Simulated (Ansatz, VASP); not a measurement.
BP: VASP beside Ansatz

INCAR

```
ALGO = Normal
EDIFF = 1E-7
EDIFFG = -0.01
ENCUT = 600
GGA = PE
IBRION = 2
ISIF = 3
ISMEAR = 0
IVDW = 13
LASPH = T
LCHARG = F
LREAL = F
LWAVE = F
NELM = 80
NSW = 100
PREC = Accurate
SIGMA = 0.01
```

KPOINTS

```
k-points
0
Gamma
  8 8 8
```

Contents of POSCAR:

```
BP
1.0
    3.2088510000      0.0000000000      0.0000000000
    1.6044255000      2.7789464830      0.0000000000
    1.6044255000      0.9263154943      2.6200158702
B P
1 1
Direct
    0.0000000000      0.0000000000      0.0000000000
    0.2500000000      0.2500000000      0.2500000000
```

Input for Ansatz:

```yaml
crystal:
  lattice:
    - [3.208851, 0.0, 0.0]
    - [1.6044255000000005, 2.7789464829590997, 0.0]
    - [1.6044255000000005, 0.9263154943197001, 2.6200158702065144]
  atoms:
    - { symbol: B, position: [0.0, 0.0, 0.0] }
    - { symbol: P, position: [0.25, 0.25, 0.25] }
basis:
  ecutwfc: 517.016338673772
kpoints:
  mp_grid:
    grid: [8, 8, 8]
hamiltonian:
  xc: pbe
  dispersion: d4
scf:
  convergence:
    dr2_threshold: 1.0e-07
  occupations:
    method: fixed
relax:
  max_steps: 100
  cell: {}
```

Alike in both runs: task relaxation of cell and atoms; functional PBE; dispersion D4; k mesh 8 × 8 × 8; no spin polarisation.

```csv
,VASP,Ansatz
version,VASP 6.6.1,Ansatz 0.2.0
potentials or method,"VASP PAW PBE potentials, release 64 (B, P), cutoff 600 eV","plane waves, PAW"
occupations,"gaussian, width 0.01 eV",fixed
valence electrons in the cell,8,8
```

|  | VASP | Ansatz | Ansatz less VASP |
| --- | --- | --- | --- |
| relaxed volume (Å³/atom) | 11.41 | 11.42 | +0.017 |
| relaxed cell length with the largest relative difference (Å) | 3.183 | 3.185 | +0.0015 |

Ansatz's warnings: stress scf threshold loose.
